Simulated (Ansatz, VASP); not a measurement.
## SiO2: VASP beside Ansatz

POSCAR

```
SiO2
1.0
   -2.4114135288      2.4114135288      3.4735393501
    2.4114135288     -2.4114135288      3.4735393501
    2.4114135288      2.4114135288     -3.4735393501
Si O
2 4
Direct
    0.0000000000      0.0000000000      0.0000000000
    0.7500000000      0.2500000000      0.5000000000
    0.9731664718      0.6250000000      0.8481664718
    0.3750000000      0.2231664718      0.3481664718
    0.7768335282      0.1250000000      0.1518335282
    0.8750000000      0.0268335282      0.6518335282
```

File INCAR.step1:

```
PREC = Accurate
ENCUT = 520
ISMEAR = 0
SIGMA = 0.05
LREAL = False
LASPH = True
NELM = 100
NBANDS = 25
GGA = PE
ALGO = Normal
EDIFF = 1E-4
LWAVE = True
LCHARG = False
```

File INCAR.step2:

```
PREC = Accurate
ENCUT = 520
EDIFF = 1E-7
ISMEAR = 0
SIGMA = 0.05
LREAL = False
LASPH = True
NELM = 100
ALGO = Normal
ISIF = 2
LWAVE = False
LCHARG = False
METAGGA = R2SCAN
LMIXTAU = True
NBANDS = 25
ISTART = 1
```

KPOINTS

```
Automatic mesh
0
Gamma
  6 6 6
```

Input for Ansatz:

```yaml
crystal:
  lattice:
    - [-2.4114135288, 2.4114135288, 3.4735393501]
    - [2.4114135288, -2.4114135288, 3.4735393501]
    - [2.4114135288, 2.4114135288, -3.4735393501]
  atoms:
    - { symbol: Si, position: [0.0, 0.0, 0.0] }
    - { symbol: Si, position: [0.75, 0.25, 0.5] }
    - { symbol: O, position: [0.9731664718, 0.625, 0.8481664718] }
    - { symbol: O, position: [0.375, 0.2231664718, 0.3481664718] }
    - { symbol: O, position: [0.7768335282, 0.125, 0.1518335282] }
    - { symbol: O, position: [0.875, 0.0268335282, 0.6518335282] }
basis:
  ecutwfc: 500
kpoints:
  mp_grid: { grid: [6, 6, 6] }
hamiltonian:
  xc: r2scan
scf:
  occupations: { method: gaussian, width: 0.05 }
output:
  forces: true
  stress: true
  eigenvalues: true
  write_density: true
  write_potential: true
  elf: true
  volumetric_format: npy
```

Change from the starting cell: strain -0.025 along x and y, -0.050 along z, atoms carried along.

Alike in both runs: task single point; functional r2SCAN; k mesh 6 × 6 × 6; occupations gaussian, width 0.05 eV; no spin polarisation.

```csv
,VASP,Ansatz
version,VASP 6.6.1,Ansatz 0.2.0
potentials or method,"VASP PAW PBE potentials, release 64 (Si, O), cutoff 520 eV","scalar-relativistic, plane waves, PAW"
valence electrons in the cell,32,32
```

VASP gave:

| Item | Value |
| --- | --- |
| gap on the k mesh at the Fermi level (eV) | 7.01 |
| least direct gap on the mesh (eV) | 7.01 |
| pressure (GPa) | 21.2 |
| traceless stress, the component that is largest in VASP (GPa) | 0.34 |
| rms of the force components (eV/Å) | 0.623 |

Which values does Ansatz return?

gap on the k mesh at the Fermi level (eV): 7.01; least direct gap on the mesh (eV): 7.01; pressure (GPa): 21.0; traceless stress, the component that is largest in VASP (GPa): 0.31; rms of the force components (eV/Å): 0.624.

VASP's potentials were made for PBE, not for r2SCAN. Atom by atom the forces differ by 0.001 eV/Å (rms over components).
